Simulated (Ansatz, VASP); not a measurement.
## MgO in VASP and in Ansatz

The input POSCAR:

```
MgO
1.0
    3.4841042127      0.0000000000      0.0435513027
   -1.7420521064      3.0173227576     -0.0217756513
    0.0523210949      0.0000000000      4.1856875957
Mg O
2 2
Direct
    0.6666666667      0.3333333333      0.7500000000
    0.3333333333      0.6666666667      0.2500000000
    0.6666666667      0.3333333333      0.2500000000
    0.3333333333      0.6666666667      0.7500000000
```

The input INCAR.step1:

```
ALGO = Normal ; EDIFF = 1E-4
ENCUT = 520 ; GGA = PE
ISMEAR = 0 ; LASPH = T
LCHARG = F ; LREAL = F
LWAVE = T ; NBANDS = 16
NELM = 60 ; PREC = Accurate
SIGMA = 0.05
```

INCAR.step2

```
ALGO = Normal ; EDIFF = 1E-6
ENCUT = 520 ; ISIF = 2
ISMEAR = 0 ; ISTART = 1
LASPH = T ; LCHARG = T
LELF = T ; LMIXTAU = T
LREAL = F ; LVHAR = T
LWAVE = F ; METAGGA = R2SCAN
NBANDS = 16 ; NELM = 60
PREC = Accurate ; SIGMA = 0.05
```

Contents of KPOINTS:

```
k-points
0
Gamma
  6 6 6
```

Input for Ansatz:

```yaml
crystal:
  lattice:
    - [3.4841042127, 0.0, 0.0435513027]
    - [-1.7420521064, 3.0173227576, -0.0217756513]
    - [0.0523210949, 0.0, 4.1856875957]
  atoms:
    - { symbol: Mg, position: [0.6666666667, 0.3333333333, 0.75] }
    - { symbol: Mg, position: [0.3333333333, 0.6666666667, 0.25] }
    - { symbol: O, position: [0.6666666667, 0.3333333333, 0.25] }
    - { symbol: O, position: [0.3333333333, 0.6666666667, 0.75] }
basis:
  ecutwfc: 500
kpoints:
  mp_grid: { grid: [6, 6, 6] }
hamiltonian:
  xc: r2scan
scf:
  occupations: { method: gaussian, width: 0.05 }
output:
  forces: true
  stress: true
  eigenvalues: true
```

Change from the starting cell: strain +0.0250 x Voigt [0, 0, 0, 0, 1, 0], atoms carried along.

Alike in both runs: task single point; functional r2SCAN; k mesh 6 × 6 × 6; occupations gaussian, width 0.05 eV; no spin polarisation.

```csv
,VASP,Ansatz
version,VASP 6.6.1,Ansatz 0.2.0
potentials or method,"VASP PAW PBE potentials, release 64 (Mg, O), cutoff 520 eV","scalar-relativistic, plane waves, PAW"
valence electrons in the cell,16,32
```

|  | VASP | Ansatz | Ansatz less VASP |
| --- | --- | --- | --- |
| gap on the k mesh at the Fermi level (eV) | 4.07 | 4.08 | +0.014 |
| least direct gap on the mesh (eV) | 4.07 | 4.08 | +0.014 |
| pressure (GPa) | -0.8 | 0.0 | +0.80 |
| traceless stress, the component that is largest in VASP (GPa) | -3.06 | -3.04 | +0.020 |
| rms of the force components (eV/Å) | 0.003 | 0.003 | +0.0001 |

VASP's potentials were made for PBE, not for r2SCAN. Atom by atom the forces differ by 0.000 eV/Å (rms over components). The functional is the same, so the differences come from potentials, cutoffs and numerics. VASP's potentials hold 16 valence electrons a cell and Ansatz's 32, so a difference there can come from the potentials and not from the codes.
